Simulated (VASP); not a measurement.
# Si2Mo (P6_3/mmc) in VASP: further runs, part 2 of 2

VASP 6.6.1. Earlier steps stand in the parts before.

### 3 Relaxation of cell and atoms, r2SCAN+rVV10

This run uses another cell than the first one, of 13.95 Å³/atom.

Contents of POSCAR:

```
Si2Mo
1.0
    4.4275039711     -0.0000000031      0.0000000000
   -2.2137519829      3.8343309159      0.0000000000
    0.0000000000      0.0000000000      4.9315794741
Si Mo
4 2
Direct
    0.6666666667      0.3333333333      0.2500000000
    0.3333333333      0.6666666667      0.7500000000
    0.0000000000      0.0000000000      0.0000000000
    0.0000000000      0.0000000000      0.5000000000
    0.6666666667      0.3333333333      0.7500000000
    0.3333333333      0.6666666667      0.2500000000
```

Contents of INCAR.step1:

```
PREC = Accurate
ENCUT = 600
ISMEAR = -1
SIGMA = 0.03
LREAL = F
LASPH = T
NELM = 80
GGA = PE
ALGO = Normal
EDIFF = 1E-4
LWAVE = T
LCHARG = F
```

Contents of INCAR.step2:

```
PREC = Accurate
ENCUT = 600
EDIFF = 1E-6
ISMEAR = -1
SIGMA = 0.03
LREAL = F
LASPH = T
NELM = 80
ALGO = Normal
ISIF = 3
LWAVE = F
LCHARG = F
METAGGA = R2SCAN
LMIXTAU = T
LUSE_VDW = T
IVDW_NL = 2
BPARAM = 11.95
CPARAM = 0.0093
IBRION = 2
NSW = 100
EDIFFG = -0.01
ISTART = 1
```

Contents of KPOINTS:

```
Automatic mesh
0
Gamma
  6 6 6
```

Potentials or basis: VASP PAW PBE potentials, release 64 (Si, Mo_sv).

Command:

```sh
> cat potpaw_PBE.64/Si/POTCAR potpaw_PBE.64/Mo_sv/POTCAR > POTCAR
> cp INCAR.step1 INCAR
> mpirun -np 1 vasp_std > vasp.out
> cp INCAR.step2 INCAR
> mpirun -np 1 vasp_std > vasp.out
```

OUTCAR:

```text
PREC = Accurate
   ENCUT = 600
   EDIFF = 1E-6
   ISMEAR = -1
   LREAL = F
   LASPH = T
   NELM = 80
   ISIF = 3
   METAGGA = R2SCAN
   IVDW_NL = 2
   BPARAM = 11.95
   IBRION = 2
   NSW = 100
   EDIFFG = -0.01
   ISTART = 1

 ion  position               nearest neighbor table
   1  0.667  0.333  0.250-   5 2.47   5 2.47   6 2.56   6 2.56   6 2.56   3 2.84   4 2.84   3 2.84
                             4 2.84   3 2.84   4 2.84
   2  0.333  0.667  0.750-   6 2.47   6 2.47   5 2.56   5 2.56   5 2.56   3 2.84   4 2.84   4 2.84
                             3 2.84   4 2.84   3 2.84
   3  0.000  0.000  0.000-   4 2.47   4 2.47   1 2.84   5 2.84   6 2.84   2 2.84   1 2.84   5 2.84
                             2 2.84   6 2.84   1 2.84   5 2.84   2 2.84   6 2.84
   4  0.000  0.000  0.500-   3 2.47   3 2.47   1 2.84   5 2.84   6 2.84   2 2.84   1 2.84   5 2.84
                             2 2.84   6 2.84   1 2.84   5 2.84   2 2.84   6 2.84
   5  0.667  0.333  0.750-   1 2.47   1 2.47   2 2.56   2 2.56   2 2.56   3 2.84   4 2.84   3 2.84
                             4 2.84   3 2.84   4 2.84
   6  0.333  0.667  0.250-   2 2.47   2 2.47   1 2.56   1 2.56   1 2.56   3 2.84   4 2.84   4 2.84
                             3 2.84   4 2.84   3 2.84

  LATTYP: Found a hexagonal cell.
 ALAT       =     4.4275039711
 C/A-ratio  =     1.1138509432

  Lattice vectors:

 A1 = (   4.4275039711,  -0.0000000031,   0.0000000000)
 A2 = (  -2.2137519829,   3.8343309159,   0.0000000000)
 A3 = (   0.0000000000,   0.0000000000,   4.9315794741)

Analysis of symmetry for initial positions (statically):
=====================================================================
 Subroutine PRICEL returns:
 Original cell was already a primitive cell.

 Routine SETGRP: Setting up the symmetry group for a
 hexagonal supercell.

 Subroutine GETGRP returns: Found 24 space group operations
 (whereof 12 operations were pure point group operations)
 out of a pool of 24 trial point group operations.

The static configuration has the point symmetry D_3d.
 The point group associated with its full space group is D_6h.

Analysis of symmetry for dynamics (positions and initial velocities):
=====================================================================
 Subroutine PRICEL returns:
 Original cell was already a primitive cell.

 Routine SETGRP: Setting up the symmetry group for a
 hexagonal supercell.

 Subroutine GETGRP returns: Found 24 space group operations
 (whereof 12 operations were pure point group operations)
 out of a pool of 24 trial point group operations.

The dynamic configuration has the point symmetry D_3d.
 The point group associated with its full space group is D_6h.

 Subroutine INISYM returns: Found 24 space group operations
 (whereof 12 operations are pure point group operations),
 and found     1 'primitive' translations

----------------------------------------------------------------------------------------

                                     Primitive cell

  volume of cell :      83.7210

  direct lattice vectors                    reciprocal lattice vectors
     4.427503971 -0.000000003  0.000000000     0.225860893  0.130400847  0.000000000
    -2.213751983  3.834330916  0.000000000     0.000000000  0.260801695  0.000000000
[... 52 lines left out ...]
  0.333333 -0.000000  0.000000      6.000000
  0.500000  0.000000  0.000000      3.000000
  0.166667  0.166667  0.000000      6.000000
  0.333333  0.166667  0.000000     12.000000
[... 16 lines left out ...]
  0.166667 -0.000000  0.500000      6.000000
  0.333333 -0.000000  0.500000      6.000000
 [... further k-points ...]
   k-points           NKPTS =     28   k-points in BZ     NKDIM =     28   number of bands    NBANDS=     26
   number of dos      NEDOS =    301   number of ions     NIONS =      6
   total plane-waves  NPLWV =  51840
   dimension x,y,z NGX =    36 NGY =   36 NGZ =   40
   dimension x,y,z NGXF=    72 NGYF=   72 NGZF=   80
   ions per type =               4   2
   NGX,Y,Z   is equivalent  to a cutoff of  13.52, 13.52, 13.48 a.u.
   NGXF,Y,Z  is equivalent  to a cutoff of  27.03, 27.03, 26.97 a.u.
 SYSTEM =  unknown system
   PREC   = accura    normal or accurate (medium, high low for compatibility)
   ISTART =      1    job   : 0-new  1-cont  2-samecut
   ICHARG =      0    charge: 1-file 2-atom 10-const
   ISPIN  =      1    spin polarized calculation?
   LNONCOLLINEAR =      F non collinear calculations
   LSORBIT =      F    spin-orbit coupling
   LASPH  =      T    aspherical Exc in radial PAW
   ENCUT  =  600.0 eV  44.10 Ry    6.64 a.u.   8.84  8.84  9.85*2*pi/ulx,y,z
   NELM   =     80;   NELMIN=  2; NELMDL=  0     # of ELM steps
   EDIFF  = 0.1E-05   stopping-criterion for ELM
   LREAL  =      F    real-space projection
   EDIFFG = -.1E-01   stopping-criterion for IOM
   NSW    =    100    number of steps for IOM
   IBRION =      2    ionic relax: 0-MD 1-quasi-New 2-CG
   NFREE  =      1    steps in history (QN), initial steepest desc. (CG)
   ISIF   =      3    stress and relaxation
   ISYM   =      2    0-nonsym 1-usesym 2-fastsym
   POTIM  = 0.5000    time-step for ionic-motion
   TEBEG  =    0.0;   TEEND  =   0.0 temperature during run
   PSTRESS=    0.0 pullay stress
   NELECT =      44.0000    total number of electrons
   NUPDOWN=      -1.0000    fix difference up-down
   EMIN   =  10.00;   EMAX   =-10.00  energy-range for DOS
   EFERMI =   0.00;   METHOD = LEGACY
   ISMEAR =    -1;   SIGMA  =   0.03  broadening in eV -4-tet -1-fermi 0-gaus
   EFERMI_NEDOS =   21; number of points for ismear=-14 and -15
   IALGO  =     38    algorithm
   IMIX   =      4    mixing-type and parameters
     AMIX     =   0.40;   BMIX     =  1.00
     AMIX_MAG =   1.60;   BMIX_MAG =  1.00
  volume/ion in A,a.u.               =      13.95        94.16
  Fermi-wavevector in a.u.,A,eV,Ry     =   1.321136  2.496585 23.747613  1.745400
  Thomas-Fermi vector in A             =   2.450912
   LORBIT       =      0    0 simple, 1 ext, 2 COOP (PROOUT), +10 PAW based schemes
   METAGGA = R2SCAN    functional components
   LHFCALC =     F    Hartree Fock is set to
   AEXX    =    0.0000 exact exchange contribution
   IVDW_NL    =     2    kernel type
   BPARAM     =11.9500
   IVDW    =     0    specifies the selected vdW correction
   LEPSILON=     F    determine dielectric tensor
   LRPA    =     F    only Hartree local field effects (RPA)
 conjugate gradient relaxation of ions
 non-spin polarized calculation
  energy-cutoff  :      600.00
  volume of cell :       83.72
 maximum number of plane-waves:      2820
 NGX is ok and might be reduce to    36
   NGX = 17   NGY = 17   NGZ = 19

--------------------------------------- Ionic step        1  -------------------------------------------

 number of electron      44.0000002 magnetization

 Free energy of the ion-electron system (eV)
  ---------------------------------------------------
  ext. energy  EPLUGINS =         0.00000000
  ---------------------------------------------------
  free energy    TOTEN  =       -84.37833988 eV

  energy without entropy =      -84.36643944  energy(sigma->0) =      -84.37238966

------------------------ aborting loop because EDIFF is reached ----------------------------------------

  FORCE on cell =-STRESS in cart. coord.  units (eV):
  Direction    XX          YY          ZZ          XY          YZ          ZX
  --------------------------------------------------------------------------------------
  -------------------------------------------------------------------------------------
  Total        0.2375709      0.2375709      0.1347029     -0.0000000     -0.0000000      0.0000000
  in kB        4.5464159      4.5464159      2.5778227     -0.0000000     -0.0000000      0.0000000
  external PRESSURE =       3.8902182 kB  Pullay stress =       0.0000000 kB
[... 107 lines left out ...]
--------------------------------------- Ionic step        4  -------------------------------------------

 number of electron      44.0000003 magnetization

 Free energy of the ion-electron system (eV)
  ---------------------------------------------------
  ext. energy  EPLUGINS =         0.00000000
  ---------------------------------------------------
  free energy    TOTEN  =       -84.37860740 eV

  energy without entropy =      -84.36678404  energy(sigma->0) =      -84.37269572

 E-fermi :  12.0893     XC(G=0): -13.1908

 val. band max:       12.0675540412   @ k =   0.1667  -0.0000   0.0000
 cond. band min:      12.0914115153   @ k =   0.3333  -0.0000   0.0000
 fundamental gap:      0.0238574741
 Fermi energy:        12.0893454785

 k-point     1 :       0.0000    0.0000    0.0000
  band No.  band energies     occupation
      1     -51.0022      2.00000
      2     -50.9861      2.00000
      3     -24.7092      2.00000
      4     -24.5807      2.00000
      5     -24.3979      2.00000
      6     -24.3979      2.00000
[... 685 lines left out ...]
     25      13.1215      0.00000
     26      13.1215      0.00000

 [... further k-points ...]
[... 5 lines left out ...]
  --------------------------------------------------------------------------------------
  -------------------------------------------------------------------------------------
  Total       -0.0049239     -0.0049239      0.0143686      0.0000000      0.0000000      0.0000000
  in kB       -0.0940088     -0.0940088      0.2743328      0.0000000      0.0000000      0.0000000
  external PRESSURE =       0.0287717 kB  Pullay stress =       0.0000000 kB
[... 21 lines left out ...]
  FREE ENERGIE OF THE ION-ELECTRON SYSTEM (eV)
  ---------------------------------------------------
  free  energy   TOTEN  =       -84.3786074047 eV

  energy  without entropy=      -84.3667840415  energy(sigma->0) =      -84.37269572

 reached required accuracy - stopping structural energy minimisation
```

Wall time 8 min (1 thread of Intel Xeon 6975P-C (Granite Rapids), shared host); peak memory 0.46 GiB.

Results:

```
Free energy                           : -84.3786 eV
Relaxed volume                        : 13.99 Å³/atom
Relaxed cell                          : a = 4.432 Å, b = 4.432 Å, c = 4.932 Å, α = 90.00°, β = 90.00°, γ = 120.00°
Space group after relaxing (to 0.1 Å) : P6_3/mmc (No. 194)
Energy gained by relaxing             : 0.0 meV/atom
Ionic steps                           : 4
Pressure after relaxing               : 0.0 GPa
Band gap on the k mesh                : zero (bands 22 and 23 overlap by 0.88 eV)
```

Step by step:
| step | energy change (eV) | largest force (eV/Å) | pressure (GPa) | volume (Å³) |
| --- | --- | --- | --- | --- |
| 1 | 0.0000 | 0.0000 | 0.39 | 83.72 |
| 2 | 0.0000 | 0.0000 | -0.46 | 84.13 |
| 3 | -0.0003 | 0.0000 | -0.02 | 83.92 |
| 4 | -0.0003 | 0.0000 | 0.00 | 83.92 |

Final structure:
```xyz
6
Lattice="4.4324 0.0000 0.0000 -2.2162 3.8386 0.0000 0.0000 0.0000 4.9321" Properties=species:S:1:pos:R:3 pbc="T T T"
Si    2.2162    1.2795    1.2330
Si    0.0000    2.5591    3.6991
Si    0.0000    0.0000    0.0000
Si    0.0000    0.0000    2.4660
Mo    2.2162    1.2795    3.6991
Mo    0.0000    2.5591    1.2330
```

Caveat: the PAW data sets were made with another functional, which shifts forces and pressure a little.
